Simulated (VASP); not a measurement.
# AlN (P1) in VASP: further runs

AlN is run at these levels: PBE; tasks: single point.

Program: VASP 6.6.1. These are calculated values, not measurements. Logs are shortened: lines on timing, memory, paths and dates and some standing lists are left out, and cuts for length are marked.

### Step 1. The cell of the first run

The typed cell holds 4 atoms: a = 3.113 Å, b = 3.113 Å, c = 5.393 Å, α = 73.22°, β = 73.22°, γ = 60.00°.

### Step 2. Single point, PBE (mode 4 frozen in at -0.102 Å and mode 10 at -0.015 Å (largest displacements))

INCAR

```
SYSTEM = AlN
PREC = Accurate
ENCUT = 520
EDIFF = 1E-7
ISMEAR = 0
SIGMA = 0.05
LREAL = .FALSE.
LASPH = .TRUE.
NELM = 60
ALGO = Normal
ISIF = 2
LWAVE = .FALSE.
LCHARG = .FALSE.
GGA = PE
NBANDS = 16
```

KPOINTS

```
regular mesh
0
G
  6 6 6
  0 0 0
```

POSCAR

```
AlN
1.0
    0.0000000000     -2.2015682416     -2.2015682416
   -2.2015682416      0.0000000000     -2.2015682416
    2.2015682416      2.2015682416     -4.4031364832
Al N
2 2
Direct
   -0.0090083348      0.0353384781     -0.0008842550
    0.5072398248      0.4628930118      0.4991157450
    0.3694237462      0.4091607263      0.8767033313
    0.8839829163      0.8442459362      0.3767033313
```

Potentials or basis: VASP PAW PBE potentials, release 64 (Al, N).

On the command line:

```
$ cat potpaw_PBE.64/Al/POTCAR potpaw_PBE.64/N/POTCAR > POTCAR
$ mpirun -np 1 vasp_std > vasp.out
```

OUTCAR:

```text
SYSTEM = AlN
   PREC = Accurate
   ENCUT = 520
   EDIFF = 1E-7
   ISMEAR = 0
   LREAL = .FALSE.
   LASPH = .TRUE.
   NELM = 60
   ISIF = 2
   GGA = PE

 ion  position               nearest neighbor table
   1  0.991  0.035  0.999-   3 1.89   3 1.90   3 1.91   4 1.93   2 3.01   2 3.03   2 3.09   2 3.15
                             2 3.21   2 3.23
   2  0.507  0.463  0.499-   4 1.88   4 1.90   4 1.93   3 1.93   1 3.01   1 3.03   1 3.09   1 3.15
                             1 3.21   1 3.23
   3  0.369  0.409  0.877-   1 1.89   1 1.90   1 1.91   2 1.93
   4  0.884  0.844  0.377-   2 1.88   2 1.90   2 1.93   1 1.93

  LATTYP: Found a trigonal (rhomboedric) cell.
 ALAT       =     5.3927188258
 COS(alpha) =     0.8333333333

  Lattice vectors:

 A1 = (   2.2015682416,   4.4031364832,  -2.2015682416)
 A2 = (   4.4031364832,   2.2015682416,  -2.2015682416)
 A3 = (   2.2015682416,   2.2015682416,  -4.4031364832)

Analysis of symmetry for initial positions (statically):
=====================================================================
 Subroutine PRICEL returns:
 Original cell was already a primitive cell.

 Routine SETGRP: Setting up the symmetry group for a
 trigonal (rhombohedral) supercell.

 Subroutine GETGRP returns: Found  1 space group operations
 (whereof  1 operations were pure point group operations)
 out of a pool of 12 trial point group operations.

The static configuration has the point symmetry C_1 .

Analysis of symmetry for dynamics (positions and initial velocities):
=====================================================================
 Subroutine PRICEL returns:
 Original cell was already a primitive cell.

 Routine SETGRP: Setting up the symmetry group for a
 trigonal (rhombohedral) supercell.

 Subroutine GETGRP returns: Found  1 space group operations
 (whereof  1 operations were pure point group operations)
 out of a pool of 12 trial point group operations.

The dynamic configuration has the point symmetry C_1 .

 Subroutine INISYM returns: Found  1 space group operations
 (whereof  1 operations are pure point group operations),
 and found     1 'primitive' translations

----------------------------------------------------------------------------------------

                                     Primitive cell

  volume of cell :      42.6831

  direct lattice vectors                    reciprocal lattice vectors
     0.000000000 -2.201568242 -2.201568242     0.113555417 -0.340666251 -0.113555417
[... 89 lines left out ...]
   NELM   =     60;   NELMIN=  2; NELMDL= -5     # of ELM steps
   EDIFF  = 0.1E-06   stopping-criterion for ELM
   LREAL  =      F    real-space projection
   EDIFFG = 0.1E-05   stopping-criterion for IOM
   NSW    =      0    number of steps for IOM
   IBRION =     -1    ionic relax: 0-MD 1-quasi-New 2-CG
   NFREE  =      0    steps in history (QN), initial steepest desc. (CG)
   ISIF   =      2    stress and relaxation
   ISYM   =      2    0-nonsym 1-usesym 2-fastsym
   POTIM  = 0.5000    time-step for ionic-motion
   TEBEG  =    0.0;   TEEND  =   0.0 temperature during run
   PSTRESS=    0.0 pullay stress
   NELECT =      16.0000    total number of electrons
   NUPDOWN=      -1.0000    fix difference up-down
   EMIN   =  10.00;   EMAX   =-10.00  energy-range for DOS
   EFERMI =   0.00;   METHOD = LEGACY
   ISMEAR =     0;   SIGMA  =   0.05  broadening in eV -4-tet -1-fermi 0-gaus
   EFERMI_NEDOS =   21; number of points for ismear=-14 and -15
   IALGO  =     38    algorithm
   IMIX   =      4    mixing-type and parameters
     AMIX     =   0.40;   BMIX     =  1.00
     AMIX_MAG =   1.60;   BMIX_MAG =  1.00
  volume/ion in A,a.u.               =      10.67        72.01
  Fermi-wavevector in a.u.,A,eV,Ry     =   1.180400  2.230633 18.957611  1.393345
  Thomas-Fermi vector in A             =   2.316693
   LORBIT       =      0    0 simple, 1 ext, 2 COOP (PROOUT), +10 PAW based schemes
   GGA     = PE    functional components
   LHFCALC =     F    Hartree Fock is set to
   AEXX    =    0.0000 exact exchange contribution
   IVDW    =     0    specifies the selected vdW correction
   LEPSILON=     F    determine dielectric tensor
   LRPA    =     F    only Hartree local field effects (RPA)
 non-spin polarized calculation
 Gauss-broadening in eV      SIGMA  =   0.05
  energy-cutoff  :      520.00
  volume of cell :       42.68
 maximum number of plane-waves:      1168
   NGX = 11   NGY = 11   NGZ = 21

 number of electron      16.0000002 magnetization

 Free energy of the ion-electron system (eV)
  ---------------------------------------------------
  ext. energy  EPLUGINS =         0.00000000
  ---------------------------------------------------
  free energy    TOTEN  =       -29.60880325 eV

  energy without entropy =      -29.60880325  energy(sigma->0) =      -29.60880325

 E-fermi :   6.1176     XC(G=0): -10.8343

 val. band max:        5.8680612451   @ k =   0.0000   0.0000   0.0000
 cond. band min:       9.0624133086   @ k =   0.5000   0.0000   0.5000
 fundamental gap:      3.1943520634
 Fermi energy:         6.1176276249

 k-point     1 :       0.0000    0.0000    0.0000
  band No.  band energies     occupation
      1      -9.0884      2.00000
      2      -7.1077      2.00000
      3       0.0227      2.00000
      4       5.2181      2.00000
      5       5.2903      2.00000
      6       5.6898      2.00000
[... 433 lines left out ...]
      3       1.1577      2.00000
      4       1.5230      2.00000
      5       2.8756      2.00000
      6       3.4783      2.00000
[... 8 lines left out ...]
     15      18.3960      0.00000
     16      19.3303      0.00000

 [... further k-points ...]
[... 5 lines left out ...]
  --------------------------------------------------------------------------------------
  -------------------------------------------------------------------------------------
  Total       -0.3245873      0.1038179     -0.1702305     -0.3346402     -0.0315516     -0.0345244
  in kB      -12.1838831      3.8969636     -6.3898626    -12.5612326     -1.1843361     -1.2959276
  external PRESSURE =      -4.8922607 kB  Pullay stress =       0.0000000 kB

 VOLUME and BASIS-vectors are now :
 -----------------------------------------------------------------------------
  energy-cutoff  :      520.00
  volume of cell :       42.68
      direct lattice vectors                 reciprocal lattice vectors
     0.000000000 -2.201568242 -2.201568242     0.113555417 -0.340666251 -0.113555417
    -2.201568242  0.000000000 -2.201568242    -0.340666251  0.113555417 -0.113555417
     2.201568242  2.201568242 -4.403136483     0.113555417  0.113555417 -0.113555417

 POSITION                                       TOTAL-FORCE (eV/Angst)
 -----------------------------------------------------------------------------------
      2.12182      0.01789     -6.65878         0.438276     -0.069560     -0.027546
      0.07975     -0.01789     -4.33349        -0.374344      0.141009     -0.664933
      1.02933      1.11681     -5.57435         0.156248     -0.076881      0.507810
     -1.02933     -1.11681     -5.46349        -0.220180      0.005432      0.184669
 -----------------------------------------------------------------------------------
    total drift:                                0.000008     -0.000000      0.000072

  FREE ENERGIE OF THE ION-ELECTRON SYSTEM (eV)
  ---------------------------------------------------
  free  energy   TOTEN  =       -29.6088032543 eV

  energy  without entropy=      -29.6088032543  energy(sigma->0) =      -29.60880325
```

OSZICAR:

```text
N       E                     dE             d eps       ncg     rms          rms(c)
DAV:   1     0.393967261793E+02    0.39397E+02   -0.70981E+03  3696   0.863E+02
DAV:   2    -0.309006967427E+02   -0.70297E+02   -0.64173E+02  5128   0.188E+02
DAV:   3    -0.342478955604E+02   -0.33472E+01   -0.33377E+01  4320   0.415E+01
DAV:   4    -0.342691568133E+02   -0.21261E-01   -0.21259E-01  4568   0.375E+00
DAV:   5    -0.342694577438E+02   -0.30093E-03   -0.30092E-03  4360   0.445E-01    0.120E+01
DAV:   6    -0.295961318134E+02    0.46733E+01   -0.10714E+01  4328   0.236E+01    0.410E+00
DAV:   7    -0.296238225589E+02   -0.27691E-01   -0.64111E-01  3624   0.567E+00    0.291E+00
DAV:   8    -0.296134395108E+02    0.10383E-01   -0.65478E-02  3984   0.231E+00    0.604E-01
DAV:   9    -0.296083663352E+02    0.50732E-02   -0.11762E-02  4784   0.823E-01    0.249E-01
DAV:  10    -0.296088914814E+02   -0.52515E-03   -0.21708E-03  3992   0.299E-01    0.139E-01
DAV:  11    -0.296088017169E+02    0.89765E-04   -0.19117E-04  4360   0.106E-01    0.316E-02
DAV:  12    -0.296088035068E+02   -0.17899E-05   -0.10561E-05  4576   0.259E-02    0.714E-03
DAV:  13    -0.296088032090E+02    0.29774E-06   -0.29556E-06  4304   0.133E-02    0.275E-03
DAV:  14    -0.296088032543E+02   -0.45274E-07   -0.17731E-07  3552   0.352E-03
   1 F= -.29608803E+02 E0= -.29608803E+02  d E =-.197793E-14
```

stdout:

```text
POSCAR found type information on POSCAR AlN
 POSCAR found :  2 types and       4 ions
 scaLAPACK will be used
 LDA part: xc-table for (Slater+PW92), standard interpolation
 POSCAR, INCAR and KPOINTS ok, starting setup
 FFT: planning ... GRIDC
 FFT: planning ... GRID_SOFT
 FFT: planning ... GRID
 WAVECAR not read
 entering main loop
```

Wall time 53 s (1 thread of AMD EPYC 7R43 (Zen 3), shared host); peak memory 0.16 GiB.

What came out:

- Free energy: -29.6088 eV
- Pressure: -0.5 GPa
- Largest force: 0.776 eV/Å
- Band gap on the k mesh: 3.19 eV, indirect (least direct gap 3.69 eV)

Forces in eV/Å, atoms in the order of the input:
```
Al   0.438 -0.070 -0.028
Al  -0.374  0.141 -0.665
N    0.156 -0.077  0.508
N   -0.220  0.005  0.185
```

Caveat: the cell differs from its parent crystal (mode 4 frozen in at -0.102 Å and mode 10 at -0.015 Å (largest displacements)).

[end of part 1 of 2]
